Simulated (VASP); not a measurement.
# SnO2 (Fm-3m) in VASP: a series of runs, part 2 of 2

VASP 6.6.1. Earlier steps stand in the parts before.

## (3) Single point, PBE (volume scaled by 1.02)

The input, INCAR:

```
SYSTEM = SnO2
PREC = Accurate
ENCUT = 520
EDIFF = 1E-7
ISMEAR = -1
SIGMA = 0.05
LREAL = .False.
LASPH = .True.
NELM = 100
ALGO = Normal
ISIF = 2
LWAVE = .False.
LCHARG = .True.
GGA = PE
LELF = .True.
LVHAR = .True.
NBANDS = 20
```

The input, KPOINTS:

```
Automatic mesh
0
Gamma
  9 9 9
  0 0 0
```

The input, POSCAR:

```
SnO2
1.0
    0.0000000000      2.5911978478      2.5911978478
    2.5911978478      0.0000000000      2.5911978478
    2.5911978478      2.5911978478      0.0000000000
Sn O
1 2
Direct
    0.0000000000      0.0000000000      0.0000000000
    0.7500000000      0.7500000000      0.7500000000
    0.2500000000      0.2500000000      0.2500000000
```

Potentials or basis: VASP PAW PBE potentials, release 64 (Sn_d, O).

Command:

```sh
$ cat potpaw_PBE.64/Sn_d/POTCAR potpaw_PBE.64/O/POTCAR > POTCAR
$ mpirun -np 1 vasp_std > vasp.out
```

OUTCAR:

```text
SYSTEM = SnO2
   PREC = Accurate
   ENCUT = 520
   EDIFF = 1E-7
   ISMEAR = -1
   LREAL = .False.
   LASPH = .True.
   NELM = 100
   ISIF = 2
   GGA = PE

 ion  position               nearest neighbor table
   1  0.000  0.000  0.000-   2 2.24   2 2.24   2 2.24   2 2.24   3 2.24   3 2.24   3 2.24   3 2.24

   2  0.750  0.750  0.750-   1 2.24   1 2.24   1 2.24   1 2.24
   3  0.250  0.250  0.250-   1 2.24   1 2.24   1 2.24   1 2.24

  LATTYP: Found a face centered cubic cell.
 ALAT       =     5.1823956956

  Lattice vectors:

 A1 = (   0.0000000000,   2.5911978478,   2.5911978478)
 A2 = (   2.5911978478,   0.0000000000,   2.5911978478)
 A3 = (   2.5911978478,   2.5911978478,   0.0000000000)

Analysis of symmetry for initial positions (statically):
=====================================================================
 Subroutine PRICEL returns:
 Original cell was already a primitive cell.

 Routine SETGRP: Setting up the symmetry group for a
 face centered cubic supercell.

 Subroutine GETGRP returns: Found 48 space group operations
 (whereof 48 operations were pure point group operations)
 out of a pool of 48 trial point group operations.

The static configuration has the point symmetry O_h .

Analysis of symmetry for dynamics (positions and initial velocities):
=====================================================================
 Subroutine PRICEL returns:
 Original cell was already a primitive cell.

 Routine SETGRP: Setting up the symmetry group for a
 face centered cubic supercell.

 Subroutine GETGRP returns: Found 48 space group operations
 (whereof 48 operations were pure point group operations)
 out of a pool of 48 trial point group operations.

The dynamic configuration has the point symmetry O_h .

 Subroutine INISYM returns: Found 48 space group operations
 (whereof 48 operations are pure point group operations),
[... 112 lines left out ...]
   EFERMI =   0.00;   METHOD = LEGACY
   ISMEAR =    -1;   SIGMA  =   0.05  broadening in eV -4-tet -1-fermi 0-gaus
   EFERMI_NEDOS =   21; number of points for ismear=-14 and -15
   IALGO  =     38    algorithm
   IMIX   =      4    mixing-type and parameters
     AMIX     =   0.40;   BMIX     =  1.00
     AMIX_MAG =   1.60;   BMIX_MAG =  1.00
  volume/ion in A,a.u.               =      11.60        78.27
  Fermi-wavevector in a.u.,A,eV,Ry     =   1.485555  2.807292 30.026335  2.206873
  Thomas-Fermi vector in A             =   2.598952
   LORBIT       =      0    0 simple, 1 ext, 2 COOP (PROOUT), +10 PAW based schemes
   GGA     = PE    functional components
   LHFCALC =     F    Hartree Fock is set to
   AEXX    =    0.0000 exact exchange contribution
   IVDW    =     0    specifies the selected vdW correction
   LEPSILON=     F    determine dielectric tensor
   LRPA    =     F    only Hartree local field effects (RPA)
 non-spin polarized calculation
  energy-cutoff  :      520.00
  volume of cell :       34.80
 maximum number of plane-waves:       954
   NGX = 13   NGY = 13   NGZ = 13

 number of electron      26.0000003 magnetization

 Free energy of the ion-electron system (eV)
  ---------------------------------------------------
  ext. energy  EPLUGINS =         0.00000000
  ---------------------------------------------------
  free energy    TOTEN  =       -17.91119679 eV

  energy without entropy =      -17.91041185  energy(sigma->0) =      -17.91080432

 E-fermi :   7.2111     XC(G=0): -11.5561

 val. band max:        6.9974046885   @ k =  -0.3333   0.4444   0.1111
 cond. band min:       7.9902823049   @ k =   0.1111   0.0000   0.0000
 fundamental gap:      0.9928776164
 Fermi energy:         7.2111227505

 k-point     1 :       0.0000    0.0000    0.0000
  band No.  band energies     occupation
      1     -13.4953      2.00000
      2     -13.4953      2.00000
      3     -13.4953      2.00000
      4     -13.3840      2.00000
      5     -13.3840      2.00000
      6     -12.0528      2.00000
[... 541 lines left out ...]
     19      24.0547      0.00000
     20      24.3579      0.00000

 [... further k-points ...]

------------------------ aborting loop because EDIFF is reached ----------------------------------------

  FORCE on cell =-STRESS in cart. coord.  units (eV):
  Direction    XX          YY          ZZ          XY          YZ          ZX
  --------------------------------------------------------------------------------------
  -------------------------------------------------------------------------------------
  Total       -0.7572755     -0.7572755     -0.7572755      0.0000000      0.0000000      0.0000000
  in kB      -34.8684599    -34.8684599    -34.8684599      0.0000000      0.0000000      0.0000000
  external PRESSURE =     -34.8684599 kB  Pullay stress =       0.0000000 kB

 VOLUME and BASIS-vectors are now :
 -----------------------------------------------------------------------------
  energy-cutoff  :      520.00
  volume of cell :       34.80
      direct lattice vectors                 reciprocal lattice vectors
     0.000000000  2.591197848  2.591197848    -0.192960951  0.192960951  0.192960951
     2.591197848  0.000000000  2.591197848     0.192960951 -0.192960951  0.192960951
     2.591197848  2.591197848  0.000000000     0.192960951  0.192960951 -0.192960951

 POSITION                                       TOTAL-FORCE (eV/Angst)
 -----------------------------------------------------------------------------------
      0.00000      0.00000      0.00000        -0.000000      0.000000     -0.000000
      3.88680      3.88680      3.88680         0.000000      0.000000      0.000000
      1.29560      1.29560      1.29560        -0.000000     -0.000000     -0.000000
 -----------------------------------------------------------------------------------
    total drift:                               -0.000000     -0.000000      0.000000

  FREE ENERGIE OF THE ION-ELECTRON SYSTEM (eV)
  ---------------------------------------------------
  free  energy   TOTEN  =       -17.9111967893 eV

  energy  without entropy=      -17.9104118457  energy(sigma->0) =      -17.91080432
```

OSZICAR:

```text
N       E                     dE             d eps       ncg     rms          rms(c)
DAV:   1     0.239033186619E+03    0.23903E+03   -0.13173E+04  1524   0.198E+03
DAV:   2     0.400494645282E+01   -0.23503E+03   -0.22190E+03  1520   0.489E+02
DAV:   3    -0.203278468738E+02   -0.24333E+02   -0.24066E+02  1568   0.133E+02
DAV:   4    -0.209938516412E+02   -0.66600E+00   -0.66546E+00  1568   0.230E+01
DAV:   5    -0.210091648747E+02   -0.15313E-01   -0.15312E-01  1792   0.360E+00    0.106E+01
DAV:   6    -0.179074368258E+02    0.31017E+01   -0.11500E+01  2108   0.574E+01    0.379E+00
DAV:   7    -0.179258630095E+02   -0.18426E-01   -0.69839E-01  1484   0.606E+00    0.192E+00
DAV:   8    -0.179133788981E+02    0.12484E-01   -0.87356E-02  1544   0.266E+00    0.397E-01
DAV:   9    -0.179105811715E+02    0.27977E-02   -0.14409E-02  2156   0.151E+00    0.853E-02
DAV:  10    -0.179111854297E+02   -0.60426E-03   -0.15940E-03  1524   0.471E-01    0.254E-02
DAV:  11    -0.179111961385E+02   -0.10709E-04   -0.86296E-05  1892   0.156E-01    0.183E-02
DAV:  12    -0.179111968906E+02   -0.75210E-06   -0.13847E-05  1772   0.338E-02    0.773E-03
DAV:  13    -0.179111967398E+02    0.15073E-06   -0.30948E-06  1536   0.115E-02    0.211E-03
DAV:  14    -0.179111967893E+02   -0.49416E-07   -0.10629E-07  1324   0.369E-03
   1 F= -.17911197E+02 E0= -.17910804E+02  d E =-.784944E-03
```

It took 24 s on 1 thread of Intel Xeon Platinum 8259CL at 2.50GHz (Skylake/Cascade Lake), shared host; peak memory 0.16 GiB.

Results:

- Free energy: -17.9112 eV
- Pressure: -3.5 GPa
- Band gap on the k mesh: zero (band 13 reaches 7.00 eV, above the bottom of band 14 at 6.70 eV)

Levels at points of the mesh, in eV from the Fermi level:
```
           k point  band 11  band 12  band 13  band 14  band 15  band 16
(0.00, 0.00, 0.00)    -1.41    -1.41    -1.41    -0.51     6.77     6.77
```

Caveat: spin-orbit coupling is left out, which moves the levels of the heavy elements.
